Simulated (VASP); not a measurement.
A run of VASP 6.6.1 is set up as follows.

The input INCAR:

```
SYSTEM = CoPb
PREC     = Accurate       ! precision mode
ENCUT    = 600            ! plane-wave cutoff, eV
EDIFF    = 1E-6           ! SCF threshold, eV
ISMEAR   = 0              ! smearing method
SIGMA    = 0.1            ! smearing width, eV
LREAL    = .False.        ! projectors in reciprocal space
LASPH    = .True.         ! aspherical terms in the spheres
NELM     = 150            ! most SCF steps
ALGO     = Normal         ! electronic algorithm
ISIF     = 3              ! what is computed and relaxed
LWAVE    = .False.        ! write WAVECAR
LCHARG   = .False.        ! write CHGCAR
ISPIN    = 2              ! spin polarisation
MAGMOM   = 1.51 0         ! initial moments
LORBIT   = 11             ! projections on sites
LMAXMIX  = 4              ! l up to which the mixer works
GGA      = PE             ! functional
IBRION   = 2              ! ionic algorithm
NSW      = 90             ! ionic steps
EDIFFG   = -0.04          ! ionic threshold
```

KPOINTS

```
Automatic mesh
0
Gamma
  6 6 6
  0 0 0
```

The input POSCAR:

```
CoPb
1.0
    3.4753614741      0.0000000000      0.0000000000
    0.0000000000      3.4753614741      0.0000000000
    0.0000000000      0.0000000000      3.4753614741
Co Pb
1 1
Direct
    0.0000000000      0.0000000000      0.0000000000
    0.5000000000      0.5000000000      0.5000000000
```

Potentials or basis: VASP PAW PBE potentials, release 64 (Co, Pb_d).

Run with:

```sh
$ cat potpaw_PBE.64/Co/POTCAR potpaw_PBE.64/Pb_d/POTCAR > POTCAR
$ mpirun -np 1 vasp_std > vasp.out
```

**Question.** What does it give for the net moment?

**Answer.** 0.99 μB per cell.

**Question.** Estimate the band gap on the k mesh.

**Answer.** Zero (filled and empty bands overlap).

**Question.** Estimate the relaxed volume.

**Answer.** 18.13 Å³/atom.

Step by step:
```tsv
step	energy change (eV)	largest force (eV/Å)	pressure (GPa)	volume (Å³)
1	0.0000	0.0000	-8.37	41.98
2	-0.1753	0.0000	1.58	35.66
3	-0.1780	0.0000	-0.06	36.26
```

Caveat: spin-orbit coupling is left out, which moves the levels of the heavy elements.
